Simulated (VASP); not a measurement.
Here is a VASP 6.6.1 calculation.

INCAR

```
SYSTEM = Y2TaN3
PREC = Accurate ; ENCUT = 700
EDIFF = 1E-6 ; ISMEAR = 0
SIGMA = 0.1 ; LREAL = .False.
LASPH = .True. ; NELM = 120
ALGO = Normal ; ISIF = 2
LWAVE = .False. ; LCHARG = .False.
GGA = PE ; NBANDS = 34
GGA_COMPAT = .False.
```

Contents of KPOINTS:

```
regular mesh
0
Gamma
  6 6 4
  0 0 0
```

Contents of POSCAR:

```
Y2TaN3
1.0
    4.1448299054      0.0000000000      0.0000000000
   -2.0724149527      3.5895279925      0.0000000000
    0.0000000000      0.0000000000      9.1750995589
Y Ta N
2 1 3
Direct
    0.0000000000      0.0000000000      0.8251484558
    0.0000000000      0.0000000000      0.1748515442
    0.0000000000      0.0000000000      0.5000000000
    0.5000000000      0.0000000000      0.5000000000
    0.0000000000      0.5000000000      0.5000000000
    0.5000000000      0.5000000000      0.5000000000
```

Potentials or basis: VASP PAW PBE potentials, release 64 (Y_sv, Ta_sv_GW, N).

Command:

```console
$ cat potpaw_PBE.64/Y_sv/POTCAR potpaw_PBE.64/Ta_sv_GW/POTCAR potpaw_PBE.64/N/POTCAR > POTCAR
$ mpirun -np 1 vasp_std > vasp.out
```

Question: What does it give for the pressure?

Answer: 0.0 GPa.

Question: What does it give for the largest force?

Answer: 0.017 eV/Å.

Question: What does it give for the band gap on the k mesh?

Answer: Zero (bands 25 and 26 overlap by 1.00 eV).

Stress tensor (GPa, compression positive):
```
 0.02  0.00  0.00
 0.00  0.02  0.00
 0.00  0.00 -0.12
```

Caveat: spin-orbit coupling is left out, which moves the levels of the heavy elements.
